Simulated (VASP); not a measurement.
# Rh (P6_3/mmc) in VASP: notebook, part 2 of 2

VASP 6.6.1. The steps go on from the part before.

## Step 3: Single point, LDA

This run uses another cell than the first one, of 12.70 Å³/atom, 0.821 times its volume.

The input, INCAR:

```
  PREC = Accurate
  ENCUT = 530
  EDIFF = 1E-6
  ISMEAR = -1
  SIGMA = 0.15
  LREAL = False
  LASPH = True
  NELM = 120
  ALGO = Normal
  ISIF = 2
  LWAVE = False
  LCHARG = False
  NBANDS = 42
  GGA_COMPAT = False
```

The input, KPOINTS:

```
Automatic mesh
0
Gamma
  10 10 3
```

The input, POSCAR:

```
Rh
1.0
    2.6179611100      0.0000000000      0.0000000000
   -1.3089800687      2.2672202920      0.0000000000
    0.0000000000      0.0000000000      8.5569045743
Rh
4
Direct
    0.0000000000      0.0000000000      0.0000000000
    0.3333333333      0.6666666667      0.2500000000
    0.0000000000      0.0000000000      0.5000000000
    0.6666666667      0.3333333333      0.7500000000
```

Potentials or basis: VASP PAW LDA potentials, release 64 (Rh_sv_GW).

Launch:

```console
$ cat potpaw_LDA.64/Rh_sv_GW/POTCAR > POTCAR
$ mpirun -np 1 vasp_std > vasp.out
```

OUTCAR:

```text
PREC = Accurate
   ENCUT = 530
   EDIFF = 1E-6
   ISMEAR = -1
   LREAL = False
   LASPH = True
   NELM = 120
   ISIF = 2

 ion  position               nearest neighbor table
   1  0.000  0.000  0.000-   2 2.62   4 2.62   4 2.62   2 2.62   4 2.62   2 2.62
   2  0.333  0.667  0.250-   1 2.62   3 2.62   1 2.62   3 2.62   1 2.62   3 2.62
   3  0.000  0.000  0.500-   2 2.62   4 2.62   4 2.62   2 2.62   4 2.62   2 2.62
   4  0.667  0.333  0.750-   1 2.62   3 2.62   1 2.62   3 2.62   1 2.62   3 2.62

  LATTYP: Found a hexagonal cell.
 ALAT       =     2.6179611100
 C/A-ratio  =     3.2685376958

  Lattice vectors:

 A1 = (   2.6179611100,   0.0000000000,   0.0000000000)
 A2 = (  -1.3089800687,   2.2672202920,   0.0000000000)
 A3 = (   0.0000000000,   0.0000000000,   8.5569045743)

Analysis of symmetry for initial positions (statically):
=====================================================================
 Subroutine PRICEL returns:
 Original cell was already a primitive cell.

 Routine SETGRP: Setting up the symmetry group for a
 hexagonal supercell.

 Subroutine GETGRP returns: Found 24 space group operations
 (whereof 12 operations were pure point group operations)
 out of a pool of 24 trial point group operations.

The static configuration has the point symmetry D_3d.
 The point group associated with its full space group is D_6h.

Analysis of symmetry for dynamics (positions and initial velocities):
=====================================================================
 Subroutine PRICEL returns:
 Original cell was already a primitive cell.

 Routine SETGRP: Setting up the symmetry group for a
 hexagonal supercell.

 Subroutine GETGRP returns: Found 24 space group operations
 (whereof 12 operations were pure point group operations)
 out of a pool of 24 trial point group operations.

The dynamic configuration has the point symmetry D_3d.
 The point group associated with its full space group is D_6h.

[... 115 lines left out ...]
   EMIN   =  10.00;   EMAX   =-10.00  energy-range for DOS
   EFERMI =   0.00;   METHOD = LEGACY
   ISMEAR =    -1;   SIGMA  =   0.15  broadening in eV -4-tet -1-fermi 0-gaus
   EFERMI_NEDOS =   21; number of points for ismear=-14 and -15
   IALGO  =     38    algorithm
   IMIX   =      4    mixing-type and parameters
     AMIX     =   0.40;   BMIX     =  1.00
     AMIX_MAG =   1.60;   BMIX_MAG =  1.00
  volume/ion in A,a.u.               =      12.70        85.69
  Fermi-wavevector in a.u.,A,eV,Ry     =   1.804346  3.409720 44.296028  3.255666
  Thomas-Fermi vector in A             =   2.864269
   LORBIT       =      0    0 simple, 1 ext, 2 COOP (PROOUT), +10 PAW based schemes
   GGA     = CA    functional components
   LHFCALC =     F    Hartree Fock is set to
   AEXX    =    0.0000 exact exchange contribution
   IVDW    =     0    specifies the selected vdW correction
   LEPSILON=     F    determine dielectric tensor
   LRPA    =     F    only Hartree local field effects (RPA)
 non-spin polarized calculation
  energy-cutoff  :      530.00
  volume of cell :       50.79
 maximum number of plane-waves:      1434
 NGX is ok and might be reduce to    20
   NGX =  9   NGY =  9   NGZ = 33

 number of electron      67.9999993 magnetization

 Free energy of the ion-electron system (eV)
  ---------------------------------------------------
  ext. energy  EPLUGINS =         0.00000000
  ---------------------------------------------------
  free energy    TOTEN  =       -31.32658470 eV

  energy without entropy =      -30.96489555  energy(sigma->0) =      -31.14574012

 E-fermi :  12.0610     XC(G=0): -14.9394

 val. band max:       12.0561865622   @ k =   0.4000   0.1000   0.3333
 cond. band min:      12.0748099184   @ k =   0.3000   0.1000   0.3333
 fundamental gap:      0.0186233561
 Fermi energy:        12.0609719334

 k-point     1 :       0.0000    0.0000    0.0000
  band No.  band energies     occupation
      1     -66.6686      2.00000
      2     -66.5923      2.00000
      3     -66.5823      2.00000
      4     -66.5050      2.00000
      5     -35.2233      2.00000
      6     -34.7455      2.00000
[... 1069 lines left out ...]
     41      21.9758      0.00000
     42      22.0086      0.00000

 [... further k-points ...]
[... 5 lines left out ...]
  --------------------------------------------------------------------------------------
  -------------------------------------------------------------------------------------
  Total        4.3128720      4.3128700      4.3304282      0.0000009     -0.0000000      0.0000000
  in kB      136.0515696    136.0515054    136.6053857      0.0000292     -0.0000000      0.0000000
  external PRESSURE =     136.2361535 kB  Pullay stress =       0.0000000 kB

 VOLUME and BASIS-vectors are now :
 -----------------------------------------------------------------------------
  energy-cutoff  :      530.00
  volume of cell :       50.79
      direct lattice vectors                 reciprocal lattice vectors
     2.617961110  0.000000000  0.000000000     0.381976644  0.220534289  0.000000000
    -1.308980069  2.267220292  0.000000000     0.000000000  0.441068741  0.000000000
     0.000000000  0.000000000  8.556904574     0.000000000  0.000000000  0.116864690

 POSITION                                       TOTAL-FORCE (eV/Angst)
 -----------------------------------------------------------------------------------
      0.00000      0.00000      0.00000        -0.000000      0.000000     -0.000000
      0.00000      1.51148      2.13923        -0.000000     -0.000000      0.000000
      0.00000      0.00000      4.27845        -0.000000      0.000000     -0.000000
      1.30898      0.75574      6.41768         0.000000      0.000000      0.000000
 -----------------------------------------------------------------------------------
    total drift:                                0.000000     -0.000000      0.000000

  FREE ENERGIE OF THE ION-ELECTRON SYSTEM (eV)
  ---------------------------------------------------
  free  energy   TOTEN  =       -31.3265846958 eV

  energy  without entropy=      -30.9648955490  energy(sigma->0) =      -31.14574012
```

stdout:

```text
POSCAR found type information on POSCAR Rh
 POSCAR found :  1 types and       4 ions
 scaLAPACK will be used
 LDA part: xc-table for (Slater(with rela. corr.)+CA(PZ))
 , standard interpolation
 POSCAR, INCAR and KPOINTS ok, starting setup
 FFT: planning ... GRIDC
 FFT: planning ... GRID_SOFT
 FFT: planning ... GRID
 WAVECAR not read
 entering main loop
```

Wall time 76 s (1 thread of Intel Xeon Platinum 8488C (Sapphire Rapids), shared host); peak memory 0.17 GiB.

Results:

```
Free energy            : -31.3266 eV
Pressure               : 13.6 GPa
Band gap on the k mesh : zero (band 34 reaches 13.03 eV, above the bottom of band 35 at 10.90 eV)
```
